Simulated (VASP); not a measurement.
A run of VASP 6.6.1 is set up as follows.

Contents of INCAR:

```
PREC = Accurate ; ENCUT = 520
EDIFF = 1E-6 ; ISMEAR = -1
SIGMA = 0.05 ; LREAL = Auto
LASPH = T ; NELM = 60
ALGO = Normal ; ISIF = 2
LWAVE = F ; LCHARG = F
GGA = PS ; IBRION = 2
NSW = 35 ; EDIFFG = -0.3
```

Contents of KPOINTS:

```
Automatic mesh
0
Gamma
  1 1 1
```

POSCAR

```
H26C10O3
1.0
    7.6913720000      0.0000000000      0.0000000000
    0.0000000000      7.6913720000      0.0000000000
    0.0000000000      0.0000000000      7.6913720000
C H O
10 26 3
Direct
    0.9785436000      0.3780585000      0.3820043000
    0.8051632000      0.3829714000      0.3883457000
    0.1470367000      0.8963784000      0.7276179000
    0.0710038000      0.9736543000      0.8631633000
    0.6856874000      0.5738040000      0.7548304000
    0.4994506000      0.5745759000      0.6919243000
    0.6221134000     -0.0315153000      0.1449272000
    0.5244506000      0.0347768000     -0.0122646000
    0.1985801000      1.0703457000      0.2399321000
    0.0931075000      0.9249161000      0.3197298000
    1.0550485000      0.4934656000      0.3551650000
    1.0501543000      0.2584542000      0.4034261000
    0.7335525000      0.5025757000      0.3669239000
    0.7286583000      0.2675643000      0.4151850000
    0.1542538000      0.9586089000      0.6012556000
    0.2047731000      0.7681327000      0.7381864000
    0.0132674000      1.1019000000      0.8525947000
    0.0637867000      0.9114238000      0.9895256000
    0.3413513000      0.4020984000      0.5926933000
    0.4118337000      0.6132794000      0.7980029000
    0.4836315000      0.6693633000      0.5861299000
    0.7233809000      0.7026041000      0.8016976000
    0.7008552000      0.4803813000      0.8606164000
    0.7725678000      0.5363986000      0.6489947000
    0.4340226000      0.2601584000     -0.0872083000
    0.6002957000      0.0108572000     -0.1310195000
    0.4001436000     -0.0344519000     -0.0257736000
    0.6474816000     -0.1708890000      0.1331699000
    0.7459956000      0.0366360000      0.1574641000
    0.5460809000     -0.0086194000      0.2625852000
   -0.1236089000      0.9100041000      0.4516474000
    0.0535681000      0.8317144000      0.2188465000
    0.1718118000      0.8539228000      0.4156096000
    0.3146555000      1.0189310000      0.1759804000
    0.1205288000      1.1399774000      0.1439738000
    0.2386323000      1.1621595000      0.3405035000
    0.4608984000      0.4028130000      0.6333936000
    0.4967658000      0.2164230000      0.0132857000
   -0.0550163000      1.0025981000      0.3999761000
```

Potentials or basis: VASP PAW PBE potentials, release 64 (C, H, O).

Launch:

```console
$ cat potpaw_PBE.64/C/POTCAR potpaw_PBE.64/H/POTCAR potpaw_PBE.64/O/POTCAR > POTCAR
$ mpirun -np 1 vasp_gam > vasp.out
```

Predict the band gap on the k mesh.

4.55 eV.

Predict the energy gained by relaxing.

4.3 meV/atom.

Forces in eV/Å, atoms in the order of the input:
```
C    0.062  0.066 -0.068
C   -0.151  0.155  0.028
C   -0.059  0.056 -0.033
C    0.010 -0.023  0.064
C   -0.265 -0.048 -0.074
C    0.057 -0.082  0.083
C   -0.023  0.085 -0.209
C    0.142 -0.034  0.079
C   -0.053 -0.105  0.044
C   -0.049  0.062  0.001
H   -0.179 -0.092  0.087
H    0.000  0.216  0.129
H   -0.116 -0.020 -0.134
H    0.172  0.222 -0.068
H    0.101 -0.038  0.160
H   -0.079  0.229  0.035
H    0.017 -0.215  0.025
H   -0.183  0.079 -0.101
H    0.009  0.051 -0.017
H    0.059  0.077 -0.025
H    0.020 -0.179  0.111
H   -0.031 -0.155  0.003
H    0.018  0.142 -0.040
H    0.000  0.046  0.171
H    0.252 -0.079  0.016
H    0.050  0.061  0.058
H    0.107 -0.045 -0.068
H    0.047  0.138  0.009
H   -0.049 -0.129 -0.014
H    0.082 -0.049 -0.096
H   -0.003 -0.168  0.078
H   -0.009  0.025 -0.049
H    0.001 -0.155 -0.044
H    0.063 -0.142 -0.135
H    0.040  0.048  0.069
H    0.001 -0.169  0.062
O    0.029  0.083  0.159
O   -0.082  0.052 -0.263
O   -0.009  0.035 -0.032
```

Caveat: the k points lie up to 0.82 Å⁻¹ apart, too coarse for converged energies, forces and pressures; the PAW data sets were made with another functional, which shifts forces and pressure a little; the relaxation stopped at a loose force limit of 0.3 eV/Å, so its end isn't a converged minimum.
